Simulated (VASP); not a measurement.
Se: single point with PBE

The system is Se.

```
Se
1.0
    -2.76617    2.76617    1.36446
     2.76617   -2.76617    1.36446
     2.76617    2.76617   -1.36446
Se
2
Direct
  0.62500 0.87500 0.75000
  0.37500 0.12500 0.25000
```

This cell differs from its parent crystal: volume scaled by 0.92.

| Item | Value |
| --- | --- |
| Program | VASP 6.6.1 |
| Task | single point |
| Functional | PBE |
| Potentials or basis | VASP PAW PBE potentials, release 64 (Se) |
| Cutoff | 520 eV |
| k mesh | 16 × 16 × 16 |
| Occupations | fermi-dirac, width 0.1 eV |
| Spin | no spin polarisation |
| Dipole correction | no |
| Further INCAR settings | ALGO = Normal; EDIFF = 1e-07; NBANDS = 13 |

```json
{
  "Pressure": "6.2 GPa",
  "Band gap on the k mesh": "zero (band 6 reaches 8.34 eV, above the bottom of band 7 at 4.28 eV)"
}
```

Levels at points of the mesh, in eV from the Fermi level:
```tsv
k point	band 2	band 3	band 4	band 5	band 6	band 7	band 8	band 9	band 10	band 11
(0.00, 0.00, 0.00)	-12.26	-5.36	-5.36	1.13	1.13	2.56	3.28	3.34	7.89	7.90
(0.50, 0.00, 0.00)	-11.39	-6.68	-5.42	-3.86	-1.16	-0.08	0.40	6.05	6.71	7.96
(0.50, 0.50, 0.00)	-14.89	-3.18	-3.18	-3.09	-3.09	3.23	3.23	9.22	9.22	9.88
(0.50, 0.50, 0.50)	-14.44	-7.43	-7.43	2.61	2.61	2.84	2.84	10.63	10.63	11.44
```

It took 56 s on 1 thread of Intel(R) Xeon(R) Platinum 8559C (Emerald Rapids) (shared host), peak memory 0.29 GiB.
